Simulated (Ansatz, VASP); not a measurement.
**W in VASP and in Ansatz**

The input INCAR:

```
SYSTEM = W
ALGO = Fast
EDIFF = 1E-7
ENCUT = 520
GGA = PE
ISIF = 2
ISMEAR = 0
LASPH = .True.
LCHARG = .False.
LREAL = .False.
LWAVE = .False.
NBANDS = 13
NELM = 80
PREC = Accurate
SIGMA = 0.15
```

The input KPOINTS:

```
k-points
0
Gamma
  24 24 24
  0 0 0
```

Contents of POSCAR:

```
W
1.0
   -1.7705280660      1.6019063455      1.6019063455
    1.6019063455     -1.7705280660      1.6019063455
    1.6019063455      1.6019063455     -1.7705280660
W
1
Direct
    0.0000000000      0.0000000000      0.0000000000
```

Input for Ansatz:

```yaml
crystal:
  lattice:
    - [-1.770528066, 1.6019063455, 1.6019063455]
    - [1.6019063455, -1.770528066, 1.6019063455]
    - [1.6019063455, 1.6019063455, -1.770528066]
  atoms:
    - { symbol: W, position: [0.0, 0.0, 0.0] }
basis:
  ecutwfc: 420
kpoints:
  mp_grid: { grid: [24, 24, 24] }
hamiltonian:
  xc: pbe
scf:
  occupations: { method: gaussian, width: 0.15 }
output:
  forces: true
  stress: true
  eigenvalues: true
```

Alike in both runs: task single point; functional PBE; k mesh 24 × 24 × 24; occupations gaussian, width 0.15 eV; no spin polarisation.

|  | VASP | Ansatz |
| --- | --- | --- |
| version | VASP 6.6.1 | Ansatz 0.2.0 |
| potentials or method | VASP PAW PBE potentials, release 64 (W_sv), cutoff 520 eV | scalar-relativistic, plane waves, PAW |
| valence electrons in the cell | 14 | 14 |

```tsv
	VASP	Ansatz	Ansatz less VASP
gap on the k mesh at the Fermi level (eV)	none	none	-
pressure (GPa)	5.0	4.2	-0.79
traceless stress, the component that is largest in VASP (GPa)	22.76	22.25	-0.508
```

A gap of «none» marks a metal or a gap that the smearing closes. With one functional, cell and mesh, what is left measures potentials, basis and numerics.

Neither program's run includes spin-orbit coupling.
